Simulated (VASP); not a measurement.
# TiNi (Pm-3m) in VASP: further runs, part 2 of 3

VASP 6.6.1.

### Step 3. Single point, r2SCAN (12.55 Å³/atom)

This run uses another cell than the first one, of 12.55 Å³/atom.

File POSCAR:

```
TiNi
1.0
    2.9275753415      0.0000000000      0.0000000000
    0.0000000000      2.9275753415      0.0000000000
    0.0000000000      0.0000000000      2.9275753415
Ti Ni
1 1
Direct
    0.5000000000      0.5000000000      0.5000000000
    0.0000000000      0.0000000000      0.0000000000
```

File INCAR.step1:

```
PREC = Accurate
ENCUT = 520
ISMEAR = 0
SIGMA = 0.1
LREAL = False
LASPH = True
NELM = 60
NBANDS = 18
GGA = PE
ALGO = Normal
EDIFF = 1E-4
LWAVE = True
LCHARG = False
```

File INCAR.step2:

```
PREC = Accurate
ENCUT = 520
EDIFF = 1E-7
ISMEAR = 0
SIGMA = 0.1
LREAL = False
LASPH = True
NELM = 60
ALGO = Normal
ISIF = 2
LWAVE = False
LCHARG = False
METAGGA = R2SCAN
LMIXTAU = True
NBANDS = 18
ISTART = 1
```

File KPOINTS:

```
Automatic mesh
0
Gamma
  14 14 14
```

Potentials or basis: VASP PAW PBE potentials, release 64 (Ti_sv, Ni).

On the command line:

```bash
$ cat potpaw_PBE.64/Ti_sv/POTCAR potpaw_PBE.64/Ni/POTCAR > POTCAR
$ cp INCAR.step1 INCAR
$ mpirun -np 1 vasp_std > vasp.out
$ cp INCAR.step2 INCAR
$ mpirun -np 1 vasp_std > vasp.out
```

OUTCAR:

```text
PREC = Accurate
   ENCUT = 520
   EDIFF = 1E-7
   ISMEAR = 0
   LREAL = False
   LASPH = True
   NELM = 60
   ISIF = 2
   METAGGA = R2SCAN
   ISTART = 1

 ion  position               nearest neighbor table
   1  0.500  0.500  0.500-   2 2.54   2 2.54   2 2.54   2 2.54   2 2.54   2 2.54   2 2.54   2 2.54

   2  0.000  0.000  0.000-   1 2.54   1 2.54   1 2.54   1 2.54   1 2.54   1 2.54   1 2.54   1 2.54

  LATTYP: Found a simple cubic cell.
 ALAT       =     2.9275753415

  Lattice vectors:

 A1 = (   2.9275753415,   0.0000000000,   0.0000000000)
 A2 = (   0.0000000000,   2.9275753415,   0.0000000000)
 A3 = (   0.0000000000,   0.0000000000,   2.9275753415)

Analysis of symmetry for initial positions (statically):
=====================================================================
 Subroutine PRICEL returns:
 Original cell was already a primitive cell.

 Routine SETGRP: Setting up the symmetry group for a
 simple cubic supercell.

 Subroutine GETGRP returns: Found 48 space group operations
 (whereof 48 operations were pure point group operations)
 out of a pool of 48 trial point group operations.

The static configuration has the point symmetry O_h .

Analysis of symmetry for dynamics (positions and initial velocities):
=====================================================================
 Subroutine PRICEL returns:
 Original cell was already a primitive cell.

 Routine SETGRP: Setting up the symmetry group for a
 simple cubic supercell.

 Subroutine GETGRP returns: Found 48 space group operations
 (whereof 48 operations were pure point group operations)
 out of a pool of 48 trial point group operations.

The dynamic configuration has the point symmetry O_h .

 Subroutine INISYM returns: Found 48 space group operations
 (whereof 48 operations are pure point group operations),
 and found     1 'primitive' translations

----------------------------------------------------------------------------------------

[... 111 lines left out ...]
     AMIX     =   0.40;   BMIX     =  1.00
     AMIX_MAG =   1.60;   BMIX_MAG =  1.00
  volume/ion in A,a.u.               =      12.55        84.66
  Fermi-wavevector in a.u.,A,eV,Ry     =   1.566899  2.961010 33.404646  2.455172
  Thomas-Fermi vector in A             =   2.669159
   LORBIT       =      0    0 simple, 1 ext, 2 COOP (PROOUT), +10 PAW based schemes
   METAGGA = R2SCAN    functional components
   LHFCALC =     F    Hartree Fock is set to
   AEXX    =    0.0000 exact exchange contribution
   IVDW    =     0    specifies the selected vdW correction
   LEPSILON=     F    determine dielectric tensor
   LRPA    =     F    only Hartree local field effects (RPA)
 non-spin polarized calculation
 Gauss-broadening in eV      SIGMA  =   0.10
  energy-cutoff  :      520.00
  volume of cell :       25.09
 maximum number of plane-waves:       695
 NGX is ok and might be reduce to    24
   NGX = 11   NGY = 11   NGZ = 11

 number of electron      22.0000003 magnetization

 Free energy of the ion-electron system (eV)
  ---------------------------------------------------
  ext. energy  EPLUGINS =         0.00000000
  ---------------------------------------------------
  free energy    TOTEN  =       -25.51473979 eV

  energy without entropy =      -25.50229065  energy(sigma->0) =      -25.50851522

 E-fermi :  10.4129     XC(G=0): -13.9242

 val. band max:       10.4123133282   @ k =   0.3571   0.2143   0.2143
 cond. band min:      10.4139708214   @ k =   0.2857   0.0714   0.0714
 fundamental gap:      0.0016574932
 Fermi energy:        10.4129255685

 k-point     1 :       0.0000    0.0000    0.0000
  band No.  band energies     occupation
      1     -49.0752      2.00000
      2     -24.1055      2.00000
      3     -24.1055      2.00000
      4     -24.1055      2.00000
      5       1.8630      2.00000
      6       5.9876      2.00000
[... 481 lines left out ...]
      5       4.8413      2.00000
      6       6.5659      2.00000
[... 10 lines left out ...]
     17      20.5502      0.00000
     18      24.8682      0.00000

 [... further k-points ...]

------------------------ aborting loop because EDIFF is reached ----------------------------------------

  FORCE on cell =-STRESS in cart. coord.  units (eV):
  Direction    XX          YY          ZZ          XY          YZ          ZX
  --------------------------------------------------------------------------------------
  -------------------------------------------------------------------------------------
  Total        2.0049650      2.0049650      2.0049650     -0.0000000      0.0000000     -0.0000000
  in kB      128.0245138    128.0245138    128.0245138     -0.0000000      0.0000000     -0.0000000
  external PRESSURE =     128.0245138 kB  Pullay stress =       0.0000000 kB

 VOLUME and BASIS-vectors are now :
 -----------------------------------------------------------------------------
  energy-cutoff  :      520.00
  volume of cell :       25.09
      direct lattice vectors                 reciprocal lattice vectors
     2.927575341  0.000000000  0.000000000     0.341579595  0.000000000  0.000000000
     0.000000000  2.927575341  0.000000000     0.000000000  0.341579595  0.000000000
     0.000000000  0.000000000  2.927575341     0.000000000  0.000000000  0.341579595

 POSITION                                       TOTAL-FORCE (eV/Angst)
 -----------------------------------------------------------------------------------
      1.46379      1.46379      1.46379         0.000000      0.000000      0.000000
      0.00000      0.00000      0.00000         0.000000      0.000000      0.000000
 -----------------------------------------------------------------------------------
    total drift:                                0.000000      0.000000     -0.000000

  FREE ENERGIE OF THE ION-ELECTRON SYSTEM (eV)
  ---------------------------------------------------
  free  energy   TOTEN  =       -25.5147397915 eV

  energy  without entropy=      -25.5022906523  energy(sigma->0) =      -25.50851522
```

OSZICAR.step1:

```text
N       E                     dE             d eps       ncg     rms          rms(c)
DAV:   1     0.166947470686E+03    0.16695E+03   -0.10986E+04  4456   0.163E+03
DAV:   2    -0.188706479995E+01   -0.16883E+03   -0.16431E+03  4400   0.356E+02
DAV:   3    -0.155265935216E+02   -0.13640E+02   -0.13419E+02  6672   0.977E+01
DAV:   4    -0.161227262077E+02   -0.59613E+00   -0.59051E+00  5190   0.165E+01
DAV:   5    -0.161427149012E+02   -0.19989E-01   -0.19984E-01  5202   0.288E+00    0.139E+01
DAV:   6    -0.145075667218E+02    0.16351E+01   -0.11489E+01  4786   0.518E+01    0.727E+00
DAV:   7    -0.152420326253E+02   -0.73447E+00   -0.11055E+01  5416   0.430E+01    0.154E+01
DAV:   8    -0.139227181280E+02    0.13193E+01   -0.77753E+00  5308   0.297E+01    0.160E+00
DAV:   9    -0.139443475826E+02   -0.21629E-01   -0.21997E-01  6266   0.573E+00    0.178E+00
DAV:  10    -0.139255351750E+02    0.18812E-01   -0.65428E-02  5830   0.352E+00    0.331E-01
DAV:  11    -0.139254418875E+02    0.93287E-04   -0.25816E-03  5292   0.503E-01    0.138E-01
DAV:  12    -0.139252888999E+02    0.15299E-03   -0.53464E-04  4490   0.234E-01    0.199E-02
DAV:  13    -0.139252902453E+02   -0.13454E-05   -0.34985E-05  2420   0.626E-02
   1 F= -.13925290E+02 E0= -.13918111E+02  d E =-.143594E-01
```

It took 2.1 min on 1 thread of Intel Xeon Platinum 8488C (Sapphire Rapids), shared host; peak memory 0.19 GiB.

Results:

| Quantity | Value |
| --- | --- |
| Free energy | -25.5147 eV |
| Pressure | 12.8 GPa |
| Band gap on the k mesh | zero (bands 11 and 12 overlap by 1.96 eV) |

Levels at points of the mesh, in eV from the Fermi level:
```tsv
k point	band 9	band 10	band 11	band 12	band 13	band 14
(0.00, 0.00, 0.00)	-2.24	-2.24	0.56	0.56	2.94	2.94
(0.50, 0.00, 0.00)	-2.37	-1.91	-0.78	-0.64	0.72	0.72
(0.50, 0.50, 0.00)	-1.43	-0.79	0.41	0.41	1.09	2.58
(0.50, 0.50, 0.50)	-2.51	-2.51	-1.40	-1.40	3.61	3.61
```

Caveat: the cell stands under pressure; the PAW data sets were made with another functional, which shifts forces and pressure a little. Spin polarisation is off, so any magnetic state and its effect on volume and gap are missing.

### Step 4. Single point, r2SCAN (12.95 Å³/atom)

This run uses another cell than the first one, of 12.95 Å³/atom.

File POSCAR:

```
TiNi
1.0
    2.9583941888      0.0000000000      0.0000000000
    0.0000000000      2.9583941888      0.0000000000
    0.0000000000      0.0000000000      2.9583941888
Ti Ni
1 1
Direct
    0.5000000000      0.5000000000      0.5000000000
    0.0000000000      0.0000000000      0.0000000000
```

File INCAR.step1:

```
  PREC = Accurate
  ENCUT = 520
  ISMEAR = 0
  SIGMA = 0.1
  LREAL = F
  LASPH = T
  NELM = 60
  NBANDS = 18
  GGA = PE
  ALGO = Normal
  EDIFF = 1E-4
  LWAVE = T
  LCHARG = F
```

File INCAR.step2:

```
  PREC = Accurate
  ENCUT = 520
  EDIFF = 1E-6
  ISMEAR = 0
  SIGMA = 0.1
  LREAL = F
  LASPH = T
  NELM = 60
  ALGO = Normal
  ISIF = 2
  LWAVE = F
  LCHARG = F
  METAGGA = R2SCAN
  LMIXTAU = T
  NBANDS = 18
  ISTART = 1
```

KPOINTS is that of step 3.

On the command line:

```bash
$ cat potpaw_PBE.64/Ti_sv/POTCAR potpaw_PBE.64/Ni/POTCAR > POTCAR
$ cp INCAR.step1 INCAR
$ mpirun -np 1 vasp_std > vasp.out
$ cp INCAR.step2 INCAR
$ mpirun -np 1 vasp_std > vasp.out
```

Run time: 1.9 min. Hardware: 1 thread of Intel Xeon Platinum 8488C (Sapphire Rapids), shared host; peak memory 0.19 GiB.

Results (log left out):

- Free energy: -25.5622 eV
- Pressure: 6.2 GPa
- Band gap on the k mesh: zero (bands 11 and 12 overlap by 1.90 eV)

Levels at points of the mesh, in eV from the Fermi level:
```
           k point  band 9  band 10  band 11  band 12  band 13  band 14
(0.00, 0.00, 0.00)   -2.15    -2.15     0.55     0.55     2.82     2.82
(0.50, 0.00, 0.00)   -2.28    -1.84    -0.72    -0.64     0.70     0.70
(0.50, 0.50, 0.00)   -1.38    -0.77     0.37     0.37     1.05     2.48
(0.50, 0.50, 0.50)   -2.40    -2.40    -1.35    -1.35     3.47     3.47
```

Caveat: the cell stands under pressure; the PAW data sets were made with another functional, which shifts forces and pressure a little. Spin polarisation is off, so any magnetic state and its effect on volume and gap are missing.

### Step 5. Single point, r2SCAN

File POSCAR:

```
TiNi
1.0
    2.9885839697      0.0000000000      0.0000000000
    0.0000000000      2.9885839697      0.0000000000
    0.0000000000      0.0000000000      2.9885839697
Ti Ni
1 1
Direct
    0.5000000000      0.5000000000      0.5000000000
    0.0000000000      0.0000000000      0.0000000000
```

File INCAR.step1:

```
PREC = Accurate
ENCUT = 520
ISMEAR = 0
SIGMA = 0.1
LREAL = False
LASPH = True
NELM = 60
NBANDS = 18
GGA = PE
ALGO = Normal
EDIFF = 1E-4
LWAVE = True
LCHARG = False
```

File INCAR.step2:

```
PREC = Accurate
ENCUT = 520
EDIFF = 1E-6
ISMEAR = 0
SIGMA = 0.1
LREAL = False
LASPH = True
NELM = 60
ALGO = Normal
ISIF = 2
LWAVE = False
LCHARG = False
METAGGA = R2SCAN
LMIXTAU = True
NBANDS = 18
ISTART = 1
```

File KPOINTS:

```
regular mesh
0
Gamma
  14 14 14
```

On the command line:

```bash
$ cat potpaw_PBE.64/Ti_sv/POTCAR potpaw_PBE.64/Ni/POTCAR > POTCAR
$ cp INCAR.step1 INCAR
$ mpirun -np 1 vasp_std > vasp.out
$ cp INCAR.step2 INCAR
$ mpirun -np 1 vasp_std > vasp.out
```

Wall time 1.9 min (1 thread of Intel Xeon Platinum 8488C (Sapphire Rapids), shared host); peak memory 0.19 GiB.

It converged, with:

| Item | Value |
| --- | --- |
| Free energy | -25.5790 eV |
| Pressure | 0.5 GPa |
| Band gap on the k mesh | zero (bands 11 and 12 overlap by 1.83 eV) |

Levels at points of the mesh, in eV from the Fermi level:
```
           k point  band 8  band 9  band 10  band 11  band 12  band 13  band 14  band 15
(0.00, 0.00, 0.00)   -2.07   -2.07    -2.07     0.53     0.53     2.71     2.71     2.71
(0.50, 0.00, 0.00)   -2.20   -2.20    -1.77    -0.67    -0.64     0.69     0.69     2.35
(0.50, 0.50, 0.00)   -2.86   -1.33    -0.75     0.33     0.33     1.02     2.38     2.38
(0.50, 0.50, 0.50)   -2.30   -2.30    -2.30    -1.30    -1.30     3.33     3.33     6.62
```

Caveat: the PAW data sets were made with another functional, which shifts forces and pressure a little.

(Continued in part 3 of 3.)
